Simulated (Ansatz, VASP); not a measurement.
# One calculation of In2O3, two programs

Contents of INCAR:

```
PREC     = Accurate       # precision mode
ENCUT    = 520            # plane-wave cutoff, eV
EDIFF    = 1E-6           # SCF threshold, eV
ISMEAR   = -1             # smearing method
SIGMA    = 0.02           # smearing width, eV
LREAL    = F              # projectors in reciprocal space
LASPH    = T              # aspherical terms in the spheres
NELM     = 60             # most SCF steps
ALGO     = Normal         # electronic algorithm
ISIF     = 2              # what is computed and relaxed
LWAVE    = F              # write WAVECAR
LCHARG   = T              # write CHGCAR
GGA      = PE             # functional
LELF     = T              # ELF
LVHAR    = T            
NBANDS   = 55             # bands
```

File KPOINTS:

```
Automatic mesh
0
Gamma
  6 6 6
```

The input POSCAR:

```
In2O3
1.0
    2.7538210395      1.5899193185      4.9999703750
   -2.7538210395      1.5899193185      4.9999703750
    0.0000000000     -3.1798386370      4.9999703750
In O
4 6
Direct
    0.8554194697      0.8554194697      0.8554194697
    0.3554194697      0.3554194697      0.3554194697
    0.1445805303      0.1445805303      0.1445805303
    0.6445805303      0.6445805303      0.6445805303
    0.4526752557      0.0473247443      0.7500000000
    0.0473247443      0.7500000000      0.4526752557
    0.5473247443      0.9526752557      0.2500000000
    0.2500000000      0.5473247443      0.9526752557
    0.9526752557      0.2500000000      0.5473247443
    0.7500000000      0.4526752557      0.0473247443
```

Input for Ansatz:

```yaml
crystal:
  lattice:
    - [2.7538210395, 1.5899193185, 4.999970375]
    - [-2.7538210395, 1.5899193185, 4.999970375]
    - [0.0, -3.179838637, 4.999970375]
  atoms:
    - { symbol: In, position: [0.8554194697, 0.8554194697, 0.8554194697] }
    - { symbol: In, position: [0.3554194697, 0.3554194697, 0.3554194697] }
    - { symbol: In, position: [0.1445805303, 0.1445805303, 0.1445805303] }
    - { symbol: In, position: [0.6445805303, 0.6445805303, 0.6445805303] }
    - { symbol: O, position: [0.4526752557, 0.0473247443, 0.75] }
    - { symbol: O, position: [0.0473247443, 0.75, 0.4526752557] }
    - { symbol: O, position: [0.5473247443, 0.9526752557, 0.25] }
    - { symbol: O, position: [0.25, 0.5473247443, 0.9526752557] }
    - { symbol: O, position: [0.9526752557, 0.25, 0.5473247443] }
    - { symbol: O, position: [0.75, 0.4526752557, 0.0473247443] }
kpoints:
  mp_grid: { grid: [6, 6, 6] }
  band_path:
    path:
      - [0.0, 0.0, 0.0]
      - [0.5, 0.5, 0.5]
      - [0.7618181098, 0.2381818902, 0.5]
      - [0.5, -0.2381818902, 0.2381818902]
      - [0.5, 0.0, 0.0]
      - [0.3690909451, -0.3690909451, 0.0]
      - [0.6309090549, 0.0, 0.3690909451]
      - [0.5, 0.0, 0.5]
      - [0.0, 0.182292, -0.182292]
    npoints: 1
hamiltonian:
  xc: pbe
scf:
  occupations: { method: fermi_dirac, width: 0.02 }
  n_extra_bands: 6
output:
  forces: true
  stress: true
  eigenvalues: true
  write_density: true
  write_potential: true
  elf: true
  volumetric_format: npy
```

Change from the starting cell: uniaxial_z strain +3.0%.

Alike in both runs: task single point; functional PBE; k mesh 6 × 6 × 6; occupations fermi-dirac, width 0.02 eV; no spin polarisation.

|  | VASP | Ansatz |
| --- | --- | --- |
| version | VASP 6.6.1 | Ansatz 0.2.0 |
| potentials or method | VASP PAW PBE potentials, release 64 (In_d, O) | plane waves, PAW |
| plane-wave cutoff (eV) | 520 | 420 |
| valence electrons in the cell | 88 | 88 |

|  | VASP | Ansatz | Ansatz less VASP |
| --- | --- | --- | --- |
| gap on the k mesh at the Fermi level (eV) | 1.04 | 1.04 | +0.007 |
| pressure (GPa) | 2.3 | 1.9 | -0.42 |
| traceless stress, the component that is largest in VASP (GPa) | -2.48 | -2.39 | +0.094 |
| rms of the force components (eV/Å) | 0.028 | 0.033 | +0.0044 |

Atom by atom the forces differ by 0.006 eV/Å (rms over components).
